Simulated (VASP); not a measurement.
**LiBeF3: single point with PBE**

LiBeF3:

```
Li Be F
1.0
     2.78215    0.00000    0.00000
     0.00000    2.62768    4.16193
     0.00000   -2.62768    4.16193
Li Be F
1 1 3
Direct
  0.50000 0.69391 0.69391
  0.00000 0.05524 0.05524
  0.50000 0.94688 0.94688
  0.00000 0.90419 0.39932
  0.00000 0.39932 0.90419
```

```
Program             : VASP 6.6.1
Task                : single point
Functional          : PBE
Potentials or basis : VASP PAW PBE potentials, release 64 (Li_sv, Be, F)
Cutoff              : 520 eV
k mesh              : 8 × 6 × 6
Occupations         : gaussian, width 0.02 eV
Spin                : no spin polarisation
```

| Quantity | Value |
| --- | --- |
| Largest force | 0.038 eV/Å |
| Band gap on the k mesh | 7.44 eV (least direct gap 7.49 eV) |

Forces in eV/Å, atoms in the order of the input:
```
Li   0.000  0.000  0.015
Be   0.000  0.000 -0.027
F    0.000  0.000 -0.025
F    0.000 -0.033  0.018
F    0.000  0.033  0.018
```

Levels at points of the mesh, in eV from the valence-band top:
```
           k point  band 11  band 12  band 13  band 14  band 15  band 16
(0.00, 0.00, 0.00)    -0.30    -0.06    -0.04     7.44    11.43    12.97
(0.50, 0.00, 0.00)    -1.04    -0.81    -0.04    11.95    12.24    13.64
(0.00, 0.50, 0.00)    -0.43    -0.24    -0.15     9.24     9.75    12.06
(0.50, 0.50, 0.00)    -0.82    -0.62    -0.53    12.34    12.38    13.60
(0.00, 0.50, 0.50)    -0.36    -0.17    -0.05     9.28    10.71    12.39
(0.50, 0.50, 0.50)    -0.75    -0.72     0.00    11.87    12.77    12.78
```

Wall time 62 s on 1 thread of AMD EPYC 9R45 96-Core Processor (Zen 5), on a shared host, peak memory 0.19 GiB.

 A k mesh can miss the band edges.
